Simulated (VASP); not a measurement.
Runs of VASP 6.6.1 on Hg. The structure is that of space group P6/mmm (No. 191), or close to it. The cells are those of the table. 

```tsv
cell	gap on the mesh (eV)	pressure (GPa)
a = 4.291, b = 4.291, c = 2.496 Å, angles 90.0, 90.0, 120.0°, 3 atoms	none	181.0
a = 4.730, b = 4.730, c = 2.738 Å, angles 90.0, 90.0, 120.0°, 3 atoms	none	43.1
a = 5.124, b = 5.124, c = 2.956 Å, angles 90.0, 90.0, 120.0°, 3 atoms	none	(b)
a = 4.923, b = 4.923, c = 2.864 Å, angles 90.0, 90.0, 120.0°, 3 atoms	none	(a)
a = 5.578, b = 5.578, c = 3.281 Å, angles 90.0, 90.0, 120.0°, 3 atoms	none	0.1
```

Alike in all rows: task single point; level PBE; potentials or basis VASP PAW PBE potentials, release 64 (Hg); no spin polarisation; k mesh 7 × 7 × 10; cutoff (eV) 520; smearing fermi-dirac 0.05 eV.

**Question.** Estimate the missing entries.

**Answer.** (a) 20.5; (b) 9.3.

Caveats: spin-orbit coupling is left out, which moves the levels of the heavy elements.

A k mesh can miss the band edges, and the runs leave out spin-orbit coupling on Hg.

A gap of «none» marks levels without a gap at the run's occupations.
